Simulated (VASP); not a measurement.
Wanted: the native input for a VASP 6.6.1 run.

- Task: single point
- Functional: PBEsol
- Potentials or basis: VASP PAW PBE potentials, release 64 (Ge_d)
- Cutoff: 520 eV
- k mesh: 22 × 22 × 12
- Occupations: gaussian, width 0.15 eV
- Spin: no spin polarisation
- Dipole correction: no
- Further INCAR settings: ALGO = Normal; EDIFF = 1e-06; NBANDS = 21

The structure of Ge lies in POSCAR:

```
Ge
1.0
    0.0000000000      0.0000000000     -2.6427277821
    2.7652112298      0.0000000000      0.0000000000
    0.0000000000     -5.0390024825      0.0000000000
Ge
2
Direct
    0.0000000000      0.3915091922      0.0000000000
    0.0000000000      0.1084908078      0.5000000000
```

This cell differs from its parent crystal: mode 1 (-8.0 1/cm) frozen in, largest displacement +0.300 Å.

The input as run:

INCAR

```
PREC = Accurate
ENCUT = 520
EDIFF = 1E-6
ISMEAR = 0
SIGMA = 0.15
LREAL = False
LASPH = True
NELM = 80
ALGO = Normal
ISIF = 2
LWAVE = False
LCHARG = False
GGA = PS
NBANDS = 21
```

KPOINTS

```
Automatic mesh
0
Gamma
  22 22 12
```

Potentials or basis: VASP PAW PBE potentials, release 64 (Ge_d).

Run with:

```console
$ cat potpaw_PBE.64/Ge_d/POTCAR > POTCAR
$ mpirun -np 1 vasp_std > vasp.out
```

Results of the run:

- Pressure: 1.2 GPa
- Largest force: 0.098 eV/Å
- Band gap on the k mesh: zero (band 14 reaches 12.71 eV, above the bottom of band 15 at 4.23 eV)

Caveat: the cell differs from its parent crystal (mode 1 (-8.0 1/cm) frozen in, largest displacement +0.300 Å); the PAW data sets were made with another functional, which shifts forces and pressure a little.

It took 9.3 min on 1 thread of Intel Xeon 6975P-C, with other jobs on the host, peak memory 0.65 GiB.
